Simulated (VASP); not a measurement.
# SiNi2 (P6_3/mmc) in VASP: further runs, part 2 of 2

VASP 6.6.1.

## 4. Single point, PBE (11.69 Å³/atom)

This run uses another cell than the first one, of 11.69 Å³/atom.

The input, INCAR:

```
PREC = Accurate
ENCUT = 600
EDIFF = 1E-6
ISMEAR = 0
SIGMA = 0.1
LREAL = F
LASPH = T
NELM = 120
ALGO = Normal
ISIF = 2
LWAVE = F
LCHARG = F
GGA = PE
NBANDS = 33
GGA_COMPAT = F
```

The input, KPOINTS:

```
regular mesh
0
Gamma
  12 12 8
```

The input, POSCAR:

```
SiNi2
1.0
    3.9760363235      0.0000000000      0.0000000000
   -1.9880181618      3.4433484625      0.0000000000
    0.0000000000      0.0000000000      5.1216917759
Si Ni
2 4
Direct
    0.3333333333      0.6666666667      0.7500000000
    0.6666666667      0.3333333333      0.2500000000
    0.0000000000      0.0000000000      0.0000000000
    0.0000000000      0.0000000000      0.5000000000
    0.3333333333      0.6666666667      0.2500000000
    0.6666666667      0.3333333333      0.7500000000
```

Potentials or basis: VASP PAW PBE potentials, release 64 (Si, Ni).

The run is started by

```bash
$ cat potpaw_PBE.64/Si/POTCAR potpaw_PBE.64/Ni/POTCAR > POTCAR
$ mpirun -np 1 vasp_std > vasp.out
```

OUTCAR:

```text
PREC = Accurate
   ENCUT = 600
   EDIFF = 1E-6
   ISMEAR = 0
   LREAL = F
   LASPH = T
   NELM = 120
   ISIF = 2
   GGA = PE

 ion  position               nearest neighbor table
   1  0.333  0.667  0.750-   6 2.30   6 2.30   6 2.30   5 2.56   5 2.56   3 2.63   4 2.63   4 2.63
                             3 2.63   4 2.63   3 2.63
   2  0.667  0.333  0.250-   5 2.30   5 2.30   5 2.30   6 2.56   6 2.56   3 2.63   4 2.63   3 2.63
                             4 2.63   3 2.63   4 2.63
   3  0.000  0.000  0.000-   4 2.56   4 2.56   1 2.63   5 2.63   6 2.63   2 2.63   2 2.63   6 2.63
                             1 2.63   5 2.63   2 2.63   6 2.63   1 2.63   5 2.63
   4  0.000  0.000  0.500-   3 2.56   3 2.56   1 2.63   5 2.63   6 2.63   2 2.63   2 2.63   6 2.63
                             1 2.63   5 2.63   2 2.63   6 2.63   1 2.63   5 2.63
   5  0.333  0.667  0.250-   2 2.30   2 2.30   2 2.30   1 2.56   1 2.56   3 2.63   4 2.63   4 2.63
                             3 2.63   4 2.63   3 2.63
   6  0.667  0.333  0.750-   1 2.30   1 2.30   1 2.30   2 2.56   2 2.56   3 2.63   4 2.63   3 2.63
                             4 2.63   3 2.63   4 2.63

  LATTYP: Found a hexagonal cell.
 ALAT       =     3.9760363235
 C/A-ratio  =     1.2881400871

  Lattice vectors:

 A1 = (   3.9760363235,   0.0000000000,   0.0000000000)
 A2 = (  -1.9880181618,   3.4433484625,   0.0000000000)
[... 195 lines left out ...]
  band No.  band energies     occupation
      1      -1.9012      2.00000
      2       2.1364      2.00000
      3       4.0850      2.00000
      4       5.4818      2.00000
      5       5.4818      2.00000
      6       6.5121      2.00000
[... 853 lines left out ...]
     32      16.8475      0.00000
     33      18.0561      0.00000

 [... further k-points ...]

------------------------ aborting loop because EDIFF is reached ----------------------------------------

  FORCE on cell =-STRESS in cart. coord.  units (eV):
  Direction    XX          YY          ZZ          XY          YZ          ZX
  --------------------------------------------------------------------------------------
  -------------------------------------------------------------------------------------
  Total       -4.4336509     -4.4336509     -4.5020241      0.0000000      0.0000000      0.0000000
  in kB     -101.3041687   -101.3041687   -102.8664236      0.0000000      0.0000000      0.0000000
  external PRESSURE =    -101.8249203 kB  Pullay stress =       0.0000000 kB

 VOLUME and BASIS-vectors are now :
 -----------------------------------------------------------------------------
  energy-cutoff  :      600.00
  volume of cell :       70.12
      direct lattice vectors                 reciprocal lattice vectors
     3.976036323  0.000000000  0.000000000     0.251506757  0.145207494  0.000000000
    -1.988018162  3.443348462  0.000000000     0.000000000  0.290414987  0.000000000
     0.000000000  0.000000000  5.121691776     0.000000000  0.000000000  0.195247985

 POSITION                                       TOTAL-FORCE (eV/Angst)
 -----------------------------------------------------------------------------------
     -0.00000      2.29557      3.84127        -0.000000      0.000000      0.000000
      1.98802      1.14778      1.28042         0.000000     -0.000000      0.000000
      0.00000      0.00000      0.00000        -0.000000      0.000000      0.000000
      0.00000      0.00000      2.56085        -0.000000      0.000000      0.000000
     -0.00000      2.29557      1.28042        -0.000000      0.000000      0.000000
      1.98802      1.14778      3.84127         0.000000     -0.000000     -0.000000
 -----------------------------------------------------------------------------------
    total drift:                                0.000000     -0.000000      0.000000

  FREE ENERGIE OF THE ION-ELECTRON SYSTEM (eV)
  ---------------------------------------------------
  free  energy   TOTEN  =       -35.6366310043 eV

  energy  without entropy=      -35.6170005768  energy(sigma->0) =      -35.62681579
```

OSZICAR:

```text
N       E                     dE             d eps       ncg     rms          rms(c)
DAV:   1     0.330516233925E+03    0.33052E+03   -0.22854E+04  6302   0.204E+03
DAV:   2    -0.168553095071E+02   -0.34737E+03   -0.32974E+03  6278   0.383E+02
DAV:   3    -0.399284142834E+02   -0.23073E+02   -0.21718E+02  6962   0.125E+02
DAV:   4    -0.405304848320E+02   -0.60207E+00   -0.59831E+00  7495   0.179E+01
DAV:   5    -0.405523103172E+02   -0.21825E-01   -0.21816E-01  7894   0.318E+00    0.221E+01
DAV:   6    -0.429808923293E+02   -0.24286E+01   -0.68036E+01  7466   0.124E+02    0.253E+01
DAV:   7    -0.357201870593E+02    0.72607E+01   -0.21263E+01  7199   0.970E+01    0.829E+00
DAV:   8    -0.363042778713E+02   -0.58409E+00   -0.70463E+00  7404   0.646E+01    0.959E+00
DAV:   9    -0.356601664209E+02    0.64411E+00   -0.16400E+00  8214   0.389E+01    0.210E+00
DAV:  10    -0.356388641651E+02    0.21302E-01   -0.39294E-01  7043   0.737E+00    0.729E-01
DAV:  11    -0.356373132866E+02    0.15509E-02   -0.26644E-02  7625   0.187E+00    0.439E-01
DAV:  12    -0.356368489859E+02    0.46430E-03   -0.30798E-03  7862   0.110E+00    0.216E-01
DAV:  13    -0.356366273485E+02    0.22164E-03   -0.11666E-03  7644   0.833E-01    0.326E-02
DAV:  14    -0.356366364037E+02   -0.90552E-05   -0.13193E-04  6823   0.104E-01    0.300E-02
DAV:  15    -0.356366347423E+02    0.16614E-05   -0.48140E-06  7145   0.244E-02    0.221E-02
DAV:  16    -0.356366309280E+02    0.38143E-05   -0.14949E-05  7715   0.597E-02    0.733E-03
DAV:  17    -0.356366310043E+02   -0.76295E-07   -0.32428E-06  5254   0.280E-02
   1 F= -.35636631E+02 E0= -.35626816E+02  d E =-.196304E-01
```

It took 2.7 min on 1 thread of Intel Xeon Platinum 8488C (Sapphire Rapids), shared host; peak memory 0.34 GiB.

Results:

```
Free energy            : -35.6366 eV
Pressure               : -10.2 GPa
Band gap on the k mesh : zero (bands 24 and 25 overlap by 2.99 eV)
```

Caveat: the cell stands under tension. Spin polarisation is off, so any magnetic state and its effect on volume and gap are missing.

## 5. Single point, PBE (12.13 Å³/atom)

This run uses another cell than the first one, of 12.13 Å³/atom.

INCAR: that of step 4 with these lines changed.

```diff
@@ -11,4 +11,6 @@
 LWAVE = F
-LCHARG = F
+LCHARG = T
 GGA = PE
+LELF = T
+LVHAR = T
 NBANDS = 33
```

The input, KPOINTS:

```
Automatic mesh
0
Gamma
  12 12 8
```

POSCAR: that of step 4 with these lines changed.

```diff
@@ -2,5 +2,5 @@
 1.0
-    3.9760363235      0.0000000000      0.0000000000
-   -1.9880181618      3.4433484625      0.0000000000
-    0.0000000000      0.0000000000      5.1216917759
+    4.0150330926      0.0000000000      0.0000000000
+   -2.0075165463      3.4771206552      0.0000000000
+    0.0000000000      0.0000000000      5.2122193860
 Si Ni
```

The run is started by

```bash
$ cat potpaw_PBE.64/Si/POTCAR potpaw_PBE.64/Ni/POTCAR > POTCAR
$ mpirun -np 1 vasp_std > vasp.out
```

It took 2.7 min on 1 thread of Intel Xeon Platinum 8488C (Sapphire Rapids), shared host; peak memory 0.34 GiB.

It converged, with:

- Free energy: -35.4267 eV
- Pressure: -15.1 GPa
- Band gap on the k mesh: zero (bands 24 and 25 overlap by 2.87 eV)

Stress tensor (GPa, compression positive):
```
-15.02   0.00   0.00
  0.00 -15.02   0.00
  0.00   0.00 -15.16
```

Levels at points of the mesh, in eV from the Fermi level:
| k point | band 21 | band 22 | band 23 | band 24 | band 25 | band 26 | band 27 | band 28 |
| --- | --- | --- | --- | --- | --- | --- | --- | --- |
| (0.00, 0.00, 0.00) | -0.53 | -0.53 | 0.04 | 2.34 | 2.60 | 2.60 | 2.71 | 2.71 |
| (0.50, 0.00, 0.00) | -1.17 | -1.03 | -0.86 | -0.59 | -0.51 | 0.76 | 1.64 | 2.71 |
| (0.00, 0.00, 0.50) | -1.06 | -1.06 | 1.62 | 1.62 | 3.01 | 3.01 | 3.01 | 3.01 |
| (0.50, 0.00, 0.50) | -1.07 | -1.07 | -0.80 | -0.80 | 0.86 | 0.86 | 2.52 | 2.52 |

Caveat: the cell stands under tension. Spin polarisation is off, so any magnetic state and its effect on volume and gap are missing.

## 6. Single point, PBE, collinear spin, ferromagnetic start

This run uses another cell than the first one, of 10.51 Å³/atom.

The input, INCAR:

```
ALGO = Normal
EDIFF = 1E-6
ENCUT = 600
GGA = PE
GGA_COMPAT = False
ISIF = 2
ISMEAR = 0
ISPIN = 2
LASPH = True
LCHARG = False
LMAXMIX = 4
LORBIT = 11
LREAL = False
LWAVE = False
MAGMOM = 0 0 2 2 2 2
NBANDS = 37
NELM = 200
PREC = Accurate
SIGMA = 0.1
```

The input, KPOINTS:

```
k-points
0
Gamma
  6 6 4
```

The input, POSCAR:

```
SiNi2
1.0
    3.8359985700      0.0000000000      0.0000000000
   -1.9179992900      3.3220722100      0.0000000000
    0.0000000000      0.0000000000      4.9479999500
Si Ni
2 4
Direct
    0.3333333300      0.6666666700      0.7500000000
    0.6666666700      0.3333333300      0.2500000000
    0.0000000000      0.0000000000      0.0000000000
    0.0000000000      0.0000000000      0.5000000000
    0.3333333300      0.6666666700      0.2500000000
    0.6666666700      0.3333333300      0.7500000000
```

Potentials or basis: VASP PAW PBE potentials, release 64 (Si, Ni).

The run is started by

```bash
$ cat potpaw_PBE.64/Si/POTCAR potpaw_PBE.64/Ni/POTCAR > POTCAR
$ mpirun -np 1 vasp_std > vasp.out
```

Wall time 74 s (1 thread of Intel Xeon Platinum 8488C (Sapphire Rapids), shared host); peak memory 0.27 GiB.

It converged, with:

| Quantity | Value |
| --- | --- |
| Free energy | -35.6876 eV |
| Pressure | 11.1 GPa |
| Band gap on the k mesh | zero (filled and empty bands overlap) |
| Net moment | 0.00 μB per cell |
| Valence electrons inside the program's atomic spheres | Si 1.62; Ni 9.47, 9.73 (each value once) |

Stress tensor (GPa, compression positive):
```
12.75  0.00  0.00
 0.00 12.75  0.00
 0.00  0.00  7.74
```

Levels at points of the mesh, in eV from the Fermi level:
Spin up:
```tsv
k point	band 20	band 21	band 22	band 23	band 24	band 25	band 26	band 27	band 28	band 29
(0.00, 0.00, 0.00)	-1.27	-0.62	-0.62	0.12	2.89	2.89	2.95	3.01	3.01	3.38
(0.50, 0.00, 0.00)	-1.53	-1.40	-1.22	-1.04	-0.69	-0.57	1.24	1.92	3.18	3.81
(0.00, 0.00, 0.50)	-1.27	-1.27	-1.27	2.27	2.27	3.44	3.44	3.44	3.44	4.27
(0.50, 0.00, 0.50)	-1.73	-1.28	-1.28	-0.93	-0.93	1.01	1.01	3.10	3.10	5.71
```
Spin down:
| k point | band 20 | band 21 | band 22 | band 23 | band 24 | band 25 | band 26 | band 27 | band 28 | band 29 |
| --- | --- | --- | --- | --- | --- | --- | --- | --- | --- | --- |
| (0.00, 0.00, 0.00) | -1.27 | -0.62 | -0.62 | 0.12 | 2.89 | 2.89 | 2.95 | 3.01 | 3.01 | 3.38 |
| (0.50, 0.00, 0.00) | -1.53 | -1.40 | -1.22 | -1.04 | -0.69 | -0.57 | 1.24 | 1.92 | 3.18 | 3.81 |
| (0.00, 0.00, 0.50) | -1.27 | -1.27 | -1.27 | 2.27 | 2.27 | 3.44 | 3.44 | 3.44 | 3.44 | 4.27 |
| (0.50, 0.00, 0.50) | -1.73 | -1.28 | -1.28 | -0.93 | -0.93 | 1.01 | 1.01 | 3.10 | 3.10 | 5.71 |

Caveat: the stress differs along the axes, from 8 to 13 GPa; the moments typed at the start vanished in this run.

## 7. Overview

| cell | gap on the mesh (eV) | pressure (GPa) |
| --- | --- | --- |
| a = 3.912, b = 3.912, c = 4.991 Å, angles 90.0, 90.0, 120.0°, 6 atoms | none | 0.0 |
| a = 3.945, b = 3.945, c = 5.056 Å, angles 90.0, 90.0, 120.0°, 6 atoms | none | -5.4 |
| a = 3.976, b = 3.976, c = 5.122 Å, angles 90.0, 90.0, 120.0°, 6 atoms | none | -10.2 |
| a = 4.015, b = 4.015, c = 5.212 Å, angles 90.0, 90.0, 120.0°, 6 atoms | none | -15.1 |

Alike in all rows: task single point; level PBE; potentials or basis VASP PAW PBE potentials, release 64 (Si, Ni); no spin polarisation; k mesh 12 × 12 × 8; cutoff (eV) 600; smearing gaussian 0.1 eV.

Caveats: the cell stands under tension (at least some runs).

Absolute energies hang on the potentials; compare differences alone.
